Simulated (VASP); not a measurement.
# RbBr in VASP: settings compared

Aim: see how the results for RbBr move with the level of theory and the settings. Levels: r2SCAN, PBE. Tasks: single point.

Program: VASP 6.6.1. These are calculated values, not measurements. Logs are shortened: lines on timing, memory, paths and dates and some standing lists are left out, and cuts for length are marked.

## Step 1: The cell of the first run

Symmetry: Pm-3m, No. 221, cubic system. The conventional cell has a = 4.124 Å, b = 4.124 Å, c = 4.124 Å, α = 90.00°, β = 90.00°, γ = 90.00°. Rb (site symmetry m-3m) has 8 Br at 3.57 Å and 6 Rb at 4.12 Å within 4.7 Å. Within 4.7 Å of Br (site symmetry m-3m) lie 8 Rb at 3.57 Å and 6 Br at 4.12 Å.

## Step 2: Single point, r2SCAN

Contents of POSCAR:

```
RbBr
1.0
    4.1242532581      0.0000000000      0.0000000000
    0.0000000000      4.1242532581      0.0000000000
    0.0000000000      0.0000000000      4.1242532581
Rb Br
1 1
Direct
    0.0000000000      0.0000000000      0.0000000000
    0.5000000000      0.5000000000      0.5000000000
```

Contents of INCAR.step1:

```
PREC     = Accurate       # precision mode
ENCUT    = 520            # plane-wave cutoff, eV
ISMEAR   = 0              # smearing method
SIGMA    = 0.01           # smearing width, eV
LREAL    = False          # projectors in reciprocal space
LASPH    = True           # aspherical terms in the spheres
NELM     = 80             # most SCF steps
NBANDS   = 15             # bands
GGA      = PE             # functional
ALGO     = Normal         # electronic algorithm
EDIFF    = 1E-4           # SCF threshold, eV
LWAVE    = True           # write WAVECAR
LCHARG   = False          # write CHGCAR
```

Contents of INCAR.step2:

```
PREC     = Accurate       # precision mode
ENCUT    = 520            # plane-wave cutoff, eV
EDIFF    = 1E-6           # SCF threshold, eV
ISMEAR   = 0              # smearing method
SIGMA    = 0.01           # smearing width, eV
LREAL    = False          # projectors in reciprocal space
LASPH    = True           # aspherical terms in the spheres
NELM     = 80             # most SCF steps
ALGO     = Normal         # electronic algorithm
ISIF     = 2              # what is computed and relaxed
LWAVE    = False          # write WAVECAR
LCHARG   = True           # write CHGCAR
METAGGA  = R2SCAN         # meta-GGA
LMIXTAU  = True         
LELF     = True           # ELF
LVHAR    = True         
NBANDS   = 15             # bands
ISTART   = 1
```

Contents of KPOINTS:

```
regular mesh
0
Gamma
  6 6 6
```

Potentials or basis: VASP PAW PBE potentials, release 64 (Rb_sv, Br).

Started as:

```sh
$ cat potpaw_PBE.64/Rb_sv/POTCAR potpaw_PBE.64/Br/POTCAR > POTCAR
$ cp INCAR.step1 INCAR
$ mpirun -np 1 vasp_std > vasp.out
$ cp INCAR.step2 INCAR
$ mpirun -np 1 vasp_std > vasp.out
```

OUTCAR:

```text
PREC = Accurate
   ENCUT = 520
   EDIFF = 1E-6
   ISMEAR = 0
   LREAL = False
   LASPH = True
   NELM = 80
   ISIF = 2
   METAGGA = R2SCAN
   ISTART = 1

 ion  position               nearest neighbor table
   1  0.000  0.000  0.000-   2 3.57   2 3.57   2 3.57   2 3.57   2 3.57   2 3.57   2 3.57   2 3.57

   2  0.500  0.500  0.500-   1 3.57   1 3.57   1 3.57   1 3.57   1 3.57   1 3.57   1 3.57   1 3.57

  LATTYP: Found a simple cubic cell.
 ALAT       =     4.1242532581

  Lattice vectors:

 A1 = (   4.1242532581,   0.0000000000,   0.0000000000)
 A2 = (   0.0000000000,   4.1242532581,   0.0000000000)
 A3 = (   0.0000000000,   0.0000000000,   4.1242532581)

Analysis of symmetry for initial positions (statically):
=====================================================================
 Subroutine PRICEL returns:
 Original cell was already a primitive cell.

 Routine SETGRP: Setting up the symmetry group for a
 simple cubic supercell.

 Subroutine GETGRP returns: Found 48 space group operations
 (whereof 48 operations were pure point group operations)
 out of a pool of 48 trial point group operations.

The static configuration has the point symmetry O_h .

Analysis of symmetry for dynamics (positions and initial velocities):
=====================================================================
 Subroutine PRICEL returns:
 Original cell was already a primitive cell.

 Routine SETGRP: Setting up the symmetry group for a
 simple cubic supercell.

 Subroutine GETGRP returns: Found 48 space group operations
 (whereof 48 operations were pure point group operations)
 out of a pool of 48 trial point group operations.

The dynamic configuration has the point symmetry O_h .

 Subroutine INISYM returns: Found 48 space group operations
 (whereof 48 operations are pure point group operations),
 and found     1 'primitive' translations

----------------------------------------------------------------------------------------

                                     Primitive cell

  volume of cell :      70.1513

  direct lattice vectors                    reciprocal lattice vectors
     4.124253258  0.000000000  0.000000000     0.242468136  0.000000000  0.000000000
     0.000000000  4.124253258  0.000000000     0.000000000  0.242468136  0.000000000
     0.000000000  0.000000000  4.124253258     0.000000000  0.000000000  0.242468136

  length of vectors
     4.124253258  4.124253258  4.124253258     0.242468136  0.242468136  0.242468136

  position of ions in fractional coordinates (direct lattice)
     0.000000000  0.000000000  0.000000000
     0.500000000  0.500000000  0.500000000

  ion indices of the primitive-cell ions
   primitive index   ion index
                 1           1
                 2           2

----------------------------------------------------------------------------------------

 KPOINTS: regular mesh

Automatic generation of k-mesh.
 Grid dimensions read from file:
 generate k-points for:    6    6    6

 Generating k-lattice:

  Cartesian coordinates                     Fractional coordinates (reciprocal lattice)
     0.040411356  0.000000000  0.000000000     0.166666667  0.000000000  0.000000000
     0.000000000  0.040411356  0.000000000     0.000000000  0.166666667  0.000000000
     0.000000000  0.000000000  0.040411356     0.000000000  0.000000000  0.166666667

  Length of vectors
     0.040411356  0.040411356  0.040411356

  Shift w.r.t. Gamma in fractional coordinates (k-lattice)
     0.000000000  0.000000000  0.000000000

 Subroutine IBZKPT returns following result:
 ===========================================

 Found     20 irreducible k-points:

 Following reciprocal coordinates:
            Coordinates               Weight
  0.000000  0.000000  0.000000      1.000000
  0.166667  0.000000  0.000000      6.000000
  0.333333  0.000000  0.000000      6.000000
  0.500000  0.000000  0.000000      3.000000
  0.166667  0.166667  0.000000     12.000000
  0.333333  0.166667  0.000000     24.000000
[... 12 lines left out ...]
  0.500000  0.500000  0.333333      6.000000
  0.500000  0.500000  0.500000      1.000000
   k-points           NKPTS =     20   k-points in BZ     NKDIM =     20   number of bands    NBANDS=     15
   number of dos      NEDOS =    301   number of ions     NIONS =      2
   total plane-waves  NPLWV =  32768
   dimension x,y,z NGX =    32 NGY =   32 NGZ =   32
   dimension x,y,z NGXF=    64 NGYF=   64 NGZF=   64
   ions per type =               1   1
   NGX,Y,Z   is equivalent  to a cutoff of  12.90, 12.90, 12.90 a.u.
   NGXF,Y,Z  is equivalent  to a cutoff of  25.80, 25.80, 25.80 a.u.
 SYSTEM =  unknown system
   PREC   = accura    normal or accurate (medium, high low for compatibility)
   ISTART =      1    job   : 0-new  1-cont  2-samecut
   ICHARG =      0    charge: 1-file 2-atom 10-const
   ISPIN  =      1    spin polarized calculation?
   LNONCOLLINEAR =      F non collinear calculations
   LSORBIT =      F    spin-orbit coupling
   LASPH  =      T    aspherical Exc in radial PAW
   ENCUT  =  520.0 eV  38.22 Ry    6.18 a.u.   7.67  7.67  7.67*2*pi/ulx,y,z
   NELM   =     80;   NELMIN=  2; NELMDL=  0     # of ELM steps
   EDIFF  = 0.1E-05   stopping-criterion for ELM
   LREAL  =      F    real-space projection
   EDIFFG = 0.1E-04   stopping-criterion for IOM
   NSW    =      0    number of steps for IOM
   IBRION =     -1    ionic relax: 0-MD 1-quasi-New 2-CG
   NFREE  =      0    steps in history (QN), initial steepest desc. (CG)
   ISIF   =      2    stress and relaxation
   ISYM   =      2    0-nonsym 1-usesym 2-fastsym
   POTIM  = 0.5000    time-step for ionic-motion
   TEBEG  =    0.0;   TEEND  =   0.0 temperature during run
   PSTRESS=    0.0 pullay stress
   NELECT =      16.0000    total number of electrons
   NUPDOWN=      -1.0000    fix difference up-down
   EMIN   =  10.00;   EMAX   =-10.00  energy-range for DOS
   EFERMI =   0.00;   METHOD = LEGACY
   ISMEAR =     0;   SIGMA  =   0.01  broadening in eV -4-tet -1-fermi 0-gaus
   EFERMI_NEDOS =   21; number of points for ismear=-14 and -15
   IALGO  =     38    algorithm
   IMIX   =      4    mixing-type and parameters
     AMIX     =   0.40;   BMIX     =  1.00
     AMIX_MAG =   1.60;   BMIX_MAG =  1.00
  volume/ion in A,a.u.               =      35.08       236.70
  Fermi-wavevector in a.u.,A,eV,Ry     =   1.000237  1.890173 13.612271  1.000474
  Thomas-Fermi vector in A             =   2.132580
   LORBIT       =      0    0 simple, 1 ext, 2 COOP (PROOUT), +10 PAW based schemes
   METAGGA = R2SCAN    functional components
   LHFCALC =     F    Hartree Fock is set to
   AEXX    =    0.0000 exact exchange contribution
   IVDW    =     0    specifies the selected vdW correction
   LEPSILON=     F    determine dielectric tensor
   LRPA    =     F    only Hartree local field effects (RPA)
 non-spin polarized calculation
 Gauss-broadening in eV      SIGMA  =   0.01
  energy-cutoff  :      520.00
  volume of cell :       70.15
 maximum number of plane-waves:      1924
 NGX is ok and might be reduce to    32
   NGX = 15   NGY = 15   NGZ = 15

 number of electron      16.0000002 magnetization

 Free energy of the ion-electron system (eV)
  ---------------------------------------------------
  ext. energy  EPLUGINS =         0.00000000
  ---------------------------------------------------
  free energy    TOTEN  =       -31.11032165 eV

  energy without entropy =      -31.11032165  energy(sigma->0) =      -31.11032165

 E-fermi :  -0.9164     XC(G=0):  -8.3322

 val. band max:       -1.0445473451   @ k =   0.5000   0.5000   0.0000
 cond. band min:       3.7925107320   @ k =   0.0000   0.0000   0.0000
 fundamental gap:      4.8370580771
 Fermi energy:        -0.9164321589

 k-point     1 :       0.0000    0.0000    0.0000
  band No.  band energies     occupation
      1     -26.9300      2.00000
      2     -14.1034      2.00000
      3     -10.3671      2.00000
      4     -10.3671      2.00000
      5     -10.3671      2.00000
      6      -1.1986      2.00000
      7      -1.1986      2.00000
      8      -1.1986      2.00000
      9       3.7925      0.00000
     10       5.0708      0.00000
     11       5.0708      0.00000
     12       9.6819      0.00000
     13       9.6819      0.00000
     14       9.6819      0.00000
     15      12.3506      0.00000

 k-point     2 :       0.1667    0.0000    0.0000
  band No.  band energies     occupation
      1     -26.9248      2.00000
      2     -14.1008      2.00000
      3     -10.4020      2.00000
      4     -10.3553      2.00000
      5     -10.3553      2.00000
      6      -1.6799      2.00000
      7      -1.2153      2.00000
      8      -1.2153      2.00000
      9       4.4362      0.00000
     10       5.2860      0.00000
     11       5.6878      0.00000
     12       9.5462      0.00000
     13       9.5462      0.00000
     14       9.8444      0.00000
     15      11.0594      0.00000

 k-point     3 :       0.3333    0.0000    0.0000
  band No.  band energies     occupation
      1     -26.9143      2.00000
      2     -14.0977      2.00000
      3     -10.4632      2.00000
      4     -10.3314      2.00000
      5     -10.3314      2.00000
      6      -2.4341      2.00000
      7      -1.2504      2.00000
      8      -1.2504      2.00000
      9       5.7646      0.00000
     10       5.8827      0.00000
     11       6.9483      0.00000
     12       9.2720      0.00000
     13       9.4775      0.00000
     14       9.4775      0.00000
     15      10.2496      0.00000
[... 271 lines left out ...]
 k-point    19 :       0.5000    0.5000    0.3333
  band No.  band energies     occupation
      1     -26.8762      2.00000
      2     -13.8203      2.00000
      3     -10.6115      2.00000
      4     -10.6115      2.00000
      5     -10.5166      2.00000
      6      -2.3189      2.00000
      7      -2.3189      2.00000
      8      -2.1052      2.00000
      9       6.7980      0.00000
     10       7.6872      0.00000
     11       7.6872      0.00000
     12       8.2634      0.00000
     13       9.5556      0.00000
     14       9.5556      0.00000
     15      11.8670      0.00000

 k-point    20 :       0.5000    0.5000    0.5000
  band No.  band energies     occupation
      1     -26.8716      2.00000
      2     -13.7916      2.00000
      3     -10.5899      2.00000
      4     -10.5899      2.00000
      5     -10.5899      2.00000
      6      -2.3885      2.00000
      7      -2.3885      2.00000
      8      -2.3885      2.00000
      9       7.8371      0.00000
     10       7.8371      0.00000
     11       7.8371      0.00000
     12       9.1187      0.00000
     13       9.1187      0.00000
     14       9.1187      0.00000
     15      11.8718      0.00000

------------------------ aborting loop because EDIFF is reached ----------------------------------------

  FORCE on cell =-STRESS in cart. coord.  units (eV):
  Direction    XX          YY          ZZ          XY          YZ          ZX
  --------------------------------------------------------------------------------------
  -------------------------------------------------------------------------------------
  Total        0.0313590      0.0313590      0.0313590     -0.0000000     -0.0000000      0.0000000
  in kB        0.7162036      0.7162036      0.7162036     -0.0000000     -0.0000000      0.0000000
  external PRESSURE =       0.7162036 kB  Pullay stress =       0.0000000 kB

 VOLUME and BASIS-vectors are now :
 -----------------------------------------------------------------------------
  energy-cutoff  :      520.00
  volume of cell :       70.15
      direct lattice vectors                 reciprocal lattice vectors
     4.124253258  0.000000000  0.000000000     0.242468136  0.000000000  0.000000000
     0.000000000  4.124253258  0.000000000     0.000000000  0.242468136  0.000000000
     0.000000000  0.000000000  4.124253258     0.000000000  0.000000000  0.242468136

 POSITION                                       TOTAL-FORCE (eV/Angst)
 -----------------------------------------------------------------------------------
      0.00000      0.00000      0.00000         0.000000      0.000000      0.000000
      2.06213      2.06213      2.06213         0.000000      0.000000      0.000000
 -----------------------------------------------------------------------------------
    total drift:                                0.000000      0.000000     -0.000000

  FREE ENERGIE OF THE ION-ELECTRON SYSTEM (eV)
  ---------------------------------------------------
  free  energy   TOTEN  =       -31.1103216480 eV

  energy  without entropy=      -31.1103216480  energy(sigma->0) =      -31.11032165
```

It took 50 s on 1 thread of Intel Xeon Platinum 8375C at 2.90GHz (Ice Lake), shared host; peak memory 0.19 GiB.

Results:

```yaml
Free_energy: -31.1103 eV
Pressure: 0.1 GPa
Band_gap_on_the_k_mesh: 4.84 eV, indirect (least direct gap 4.99 eV)
```

Caveat: the PAW data sets were made with another functional, which shifts forces and pressure a little.

[end of part 1 of 2]
